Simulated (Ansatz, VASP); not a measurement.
# Two plane-wave programs on Ta

Contents of INCAR:

```
SYSTEM = Ta
ALGO = Fast ; EDIFF = 1E-7
ENCUT = 520 ; GGA = PS
ISIF = 2 ; ISMEAR = 0
LASPH = .TRUE. ; LCHARG = .TRUE.
LELF = .TRUE. ; LREAL = .FALSE.
LVHAR = .TRUE. ; LWAVE = .FALSE.
NBANDS = 18 ; NELM = 60
PREC = Accurate ; SIGMA = 0.15
```

Contents of KPOINTS:

```
k-points
0
G
  18 18 10
  0 0 0
```

The input POSCAR:

```
Ta
1.0
   -1.6512800000      1.6512800000      1.6512800000
    1.6512800000     -1.6512800000      1.6512800000
    3.3025600000      3.3025600000      0.0000000000
Ta
2
Direct
    0.0032116303     -0.0032116303      0.0000000000
    0.4967883697      0.5032116303      0.5000000000
```

Input for Ansatz:

```yaml
crystal:
  lattice:
    - [-1.65128, 1.65128, 1.65128]
    - [1.65128, -1.65128, 1.65128]
    - [3.30256, 3.30256, 0.0]
  atoms:
    - { symbol: Ta, position: [0.0032116303, -0.0032116303, 0.0] }
    - { symbol: Ta, position: [0.4967883697, 0.5032116303, 0.5] }
basis:
  ecutwfc: 420
kpoints:
  mp_grid: { grid: [18, 18, 10] }
hamiltonian:
  xc: pbesol
scf:
  occupations: { method: gaussian, width: 0.15 }
output:
  forces: true
  stress: true
  eigenvalues: true
```

Change from the starting cell: mode 4 (90.6 1/cm) frozen in, largest displacement +0.015 Å.

Alike in both runs: task single point; functional PBEsol; k mesh 18 × 18 × 10; occupations gaussian, width 0.15 eV; no spin polarisation.

```csv
,VASP,Ansatz
version,VASP 6.6.1,Ansatz 0.2.0
potentials or method,"VASP PAW PBE potentials, release 64 (Ta_pv), cutoff 520 eV","scalar-relativistic, plane waves, PAW"
valence electrons in the cell,22,26
```

|  | VASP | Ansatz | Ansatz less VASP |
| --- | --- | --- | --- |
| gap on the k mesh at the Fermi level (eV) | none | none | - |
| pressure (GPa) | -3.7 | -3.9 | -0.15 |
| traceless stress, the component that is largest in VASP (GPa) | 0.13 | 0.13 | 0.000 |
| rms of the force components (eV/Å) | 0.047 | 0.047 | +0.0001 |

VASP's potentials were made for PBE, not for PBEsol. Atom by atom the forces differ by 0.000 eV/Å (rms over components). A gap of «none» marks a metal or a gap that the smearing closes. VASP's potentials hold 22 valence electrons a cell and Ansatz's 26, so a difference there can come from the potentials and not from the codes.

Spin-orbit coupling is off throughout.
